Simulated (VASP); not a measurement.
Input of a VASP 6.6.1 run:

POSCAR

```
V
1.0
   -1.4927769577      1.4927769577      1.4927769577
    1.4927769577     -1.4927769577      1.4927769577
    1.4927769577      1.4927769577     -1.4927769577
V
1
Direct
    0.0000000000      0.0000000000      0.0000000000
```

Contents of INCAR.step1:

```
ALGO = Normal
EDIFF = 1E-5
ENCUT = 550
GGA = PE
GGA_COMPAT = False
ISMEAR = -1
LASPH = True
LCHARG = False
LREAL = False
LWAVE = True
NBANDS = 12
NELM = 120
PREC = Accurate
SIGMA = 0.1
```

INCAR.step2

```
ALGO = Normal
EDIFF = 1E-6
ENCUT = 550
GGA_COMPAT = False
ISIF = 2
ISMEAR = -1
ISTART = 1
LASPH = True
LCHARG = True
LELF = True
LMIXTAU = True
LREAL = False
LVHAR = True
LWAVE = False
METAGGA = R2SCAN
NBANDS = 12
NELM = 120
PREC = Accurate
SIGMA = 0.1
```

KPOINTS

```
k-points
0
Gamma
  15 15 15
```

Potentials or basis: VASP PAW PBE potentials, release 64 (V_sv).

The run is started by

```bash
$ cat potpaw_PBE.64/V_sv/POTCAR > POTCAR
$ cp INCAR.step1 INCAR
$ mpirun -np 1 vasp_std > vasp.out
$ cp INCAR.step2 INCAR
$ mpirun -np 1 vasp_std > vasp.out
```

**Question.** What does it give for the pressure?

**Answer.** 0.3 GPa.

**Question.** What does it give for the band gap on the k mesh?

**Answer.** Zero (an odd number of electrons rules out a gap without spin polarisation).

Caveat: the PAW data sets were made with another functional, which shifts forces and pressure a little.
